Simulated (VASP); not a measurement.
# Ir (I4/mmm) in VASP: notebook, part 2 of 2

VASP 6.6.1.

## 4. Electric field gradients, PBE (equal xx and yy strain of +3 %)

INCAR reads:

```
ALGO = Normal ; EDIFF = 1E-8
ENCUT = 520 ; GGA = PE
ISIF = 2 ; ISMEAR = -1
LASPH = T ; LCHARG = F
LEFG = T ; LREAL = F
LWAVE = F ; NBANDS = 10
NELM = 100 ; PREC = Accurate
SIGMA = 0.05
```

KPOINTS reads:

```
k-points
0
Gamma
  15 15 15
```

POSCAR reads:

```
Ir
1.0
    0.0000000000      1.9772910000      1.9197000000
    1.9772910000      0.0000000000      1.9197000000
    1.9772910000      1.9772910000      0.0000000000
Ir
1
Direct
    0.0000000000      0.0000000000      0.0000000000
```

Potentials or basis: VASP PAW PBE potentials, release 64 (Ir).

Launch:

```bash
> cat potpaw_PBE.64/Ir/POTCAR > POTCAR
> mpirun -np 1 vasp_std > vasp.out
```

OUTCAR:

```text
EDIFF = 1E-8
   ENCUT = 520
   GGA = PE
   ISIF = 2
   ISMEAR = -1
   LASPH = T
   LREAL = F
   NELM = 100
   PREC = Accurate

 ion  position               nearest neighbor table
   1  0.000  0.000  0.000-

  LATTYP: Found a body centered tetragonal cell.
 ALAT       =     2.7963117490
 C/A-ratio  =     1.3730228761

  Lattice vectors:

 A1 = (   0.0000000000,  -1.9772910000,  -1.9197000000)
 A2 = (   0.0000000000,   1.9772910000,  -1.9197000000)
 A3 = (   1.9772910000,   0.0000000000,   1.9197000000)

Analysis of symmetry for initial positions (statically):
=====================================================================
 Subroutine PRICEL returns:
 Original cell was already a primitive cell.

 Routine SETGRP: Setting up the symmetry group for a
 body centered tetragonal supercell.

 Subroutine GETGRP returns: Found 16 space group operations
 (whereof 16 operations were pure point group operations)
 out of a pool of 16 trial point group operations.

The static configuration has the point symmetry D_4h.

Analysis of symmetry for dynamics (positions and initial velocities):
=====================================================================
 Subroutine PRICEL returns:
 Original cell was already a primitive cell.

 Routine SETGRP: Setting up the symmetry group for a
 body centered tetragonal supercell.

 Subroutine GETGRP returns: Found 16 space group operations
 (whereof 16 operations were pure point group operations)
 out of a pool of 16 trial point group operations.

The dynamic configuration has the point symmetry D_4h.

 Subroutine INISYM returns: Found 16 space group operations
 (whereof 16 operations are pure point group operations),
 and found     1 'primitive' translations

[... 148 lines left out ...]
      1      -1.0848      2.00000
      2       5.7463      2.00000
      3       5.7463      2.00000
      4       6.0932      2.00000
      5       8.0658      2.00000
      6       8.5233      2.00000
      7      23.8494      0.00000
      8      28.7861      0.00000
      9      28.7861      0.00000
     10      29.6606      0.00000
[... 287 lines left out ...]
 k-point    24 :       0.2000    0.1333    0.0000
  band No.  band energies     occupation
      1       0.5270      2.00000
      2       5.0319      2.00000
      3       6.5418      2.00000
      4       6.5468      2.00000
      5       7.5513      2.00000
      6       8.5547      2.00000
      7      26.1181      0.00000
      8      26.3422      0.00000
      9      28.9638      0.00000
     10      29.6137      0.00000

 [... further k-points ...]
[... 5 lines left out ...]
  --------------------------------------------------------------------------------------
  -------------------------------------------------------------------------------------
  Total       -1.2863614     -1.2863614     -0.4057049      0.0000000      0.0000000      0.0000000
  in kB     -137.2995241   -137.2995241    -43.3028327      0.0000000      0.0000000      0.0000000
  external PRESSURE =    -105.9672936 kB  Pullay stress =       0.0000000 kB

 VOLUME and BASIS-vectors are now :
 -----------------------------------------------------------------------------
  energy-cutoff  :      520.00
  volume of cell :       15.01
      direct lattice vectors                 reciprocal lattice vectors
     0.000000000  1.977291000  1.919700000    -0.252871226  0.252871226  0.260457363
     1.977291000  0.000000000  1.919700000     0.252871226 -0.252871226  0.260457363
     1.977291000  1.977291000  0.000000000     0.252871226  0.252871226 -0.260457363

 POSITION                                       TOTAL-FORCE (eV/Angst)
 -----------------------------------------------------------------------------------
      0.00000      0.00000      0.00000         0.000000      0.000000      0.000000
 -----------------------------------------------------------------------------------
    total drift:                               -0.000000      0.000000      0.000000

  FREE ENERGIE OF THE ION-ELECTRON SYSTEM (eV)
  ---------------------------------------------------
  free  energy   TOTEN  =        -8.8334977912 eV

  energy  without entropy=       -8.8247678092  energy(sigma->0) =       -8.82913280

 Electric field gradients (V/A^2)
---------------------------------------------------------------------
 ion       V_xx      V_yy      V_zz      V_xy      V_xz      V_yz
---------------------------------------------------------------------
   1       9.243     9.243   -18.487    -0.000     0.000     0.000
---------------------------------------------------------------------

 Electric field gradients after diagonalization (V/A^2)
 (convention: |V_zz| > |V_xx| > |V_yy|)
----------------------------------------------------------------------
 ion       V_xx      V_yy      V_zz     asymmetry (V_yy - V_xx)/ V_zz
----------------------------------------------------------------------
   1       9.243     9.243   -18.487       0.000
----------------------------------------------------------------------

           NMR quadrupolar parameters

 Cq : quadrupolar parameter    Cq=e*Q*V_zz/h
 eta: asymmetry parameters     (V_yy - V_xx)/ V_zz
 Q  : nuclear electric quadrupole moment in mb (millibarn)
----------------------------------------------------------------------
 ion       Cq(MHz)       eta       Q (mb)
----------------------------------------------------------------------
   1      -0.045       0.000       1.000
----------------------------------------------------------------------
```

OSZICAR:

```text
N       E                     dE             d eps       ncg     rms          rms(c)
DAV:   1     0.470280185470E+02    0.47028E+02   -0.42974E+03  5824   0.810E+02
DAV:   2    -0.850352857214E+01   -0.55532E+02   -0.52544E+02  5852   0.192E+02
DAV:   3    -0.940708702379E+01   -0.90356E+00   -0.89857E+00  6770   0.301E+01
DAV:   4    -0.941527317088E+01   -0.81861E-02   -0.81843E-02  6490   0.264E+00
DAV:   5    -0.941544059515E+01   -0.16742E-03   -0.16742E-03  6504   0.366E-01    0.130E+01
DAV:   6    -0.891786301397E+01    0.49758E+00   -0.96428E-01  6446   0.118E+01    0.508E+00
DAV:   7    -0.883916480533E+01    0.78698E-01   -0.26404E-01  6808   0.567E+00    0.149E+00
DAV:   8    -0.883677449064E+01    0.23903E-02   -0.20350E-03  6242   0.461E-01    0.112E+00
DAV:   9    -0.883349064605E+01    0.32838E-02   -0.20564E-03  6464   0.621E-01    0.136E-02
DAV:  10    -0.883349647411E+01   -0.58281E-05   -0.11564E-05  7854   0.317E-02    0.257E-02
DAV:  11    -0.883349780127E+01   -0.13272E-05   -0.10481E-06  6326   0.119E-02    0.914E-04
DAV:  12    -0.883349778350E+01    0.17769E-07   -0.13706E-08  6532   0.109E-03    0.872E-04
DAV:  13    -0.883349779116E+01   -0.76637E-08   -0.22455E-09  3370   0.319E-04
   1 F= -.88334978E+01 E0= -.88291328E+01  d E =-.872998E-02
```

It took 51 s on 1 thread of Intel Xeon 8259CL, shared host; peak memory 0.17 GiB.

Results:

| Item | Value |
| --- | --- |
| Free energy | -8.8335 eV |
| Pressure | -10.6 GPa |
| Band gap on the k mesh | zero (an odd number of electrons rules out a gap without spin polarisation) |
| Largest electric field gradient by atom | Ir -18.5 V/Å² |

Stress tensor (GPa, compression positive):
```
-13.73   0.00   0.00
  0.00 -13.73   0.00
  0.00   0.00  -4.33
```

Electric field gradients, principal values (V/Å²):
```csv
atom,least,middle,greatest (by size)
1 Ir,9.243,9.243,-18.487
```

Caveat: the cell differs from its parent crystal (equal xx and yy strain of +3 %); the cell stands under tension; without QUAD_EFG the Cq values of the log hold for a quadrupole moment of 1 mb, not for the nuclei; spin-orbit coupling is left out, which moves the levels of the heavy elements.

## 5. Summary

| cell | gap on the mesh (eV) | pressure (GPa) |
| --- | --- | --- |
| a = 2.688, b = 2.688, c = 2.661 Å, angles 60.3, 60.3, 59.3°, 1 atom | none | 27.4 |
| a = 2.728, b = 2.728, c = 2.742 Å, angles 59.8, 59.8, 60.3°, 1 atom | none | 2.0 |
| a = 2.756, b = 2.756, c = 2.796 Å, angles 59.5, 59.5, 61.0°, 1 atom | none | -10.6 |

Alike in all rows: task electric field gradients; level PBE; potentials or basis VASP PAW PBE potentials, release 64 (Ir); no spin polarisation; k mesh 15 × 15 × 15; cutoff (eV) 520; smearing fermi-dirac 0.05 eV.

Caveats: spin-orbit coupling is left out, which moves the levels of the heavy elements; the cell stands under pressure (at least some runs); the cell stands under tension (at least some runs).

Absolute energies hang on the potentials; compare differences alone.
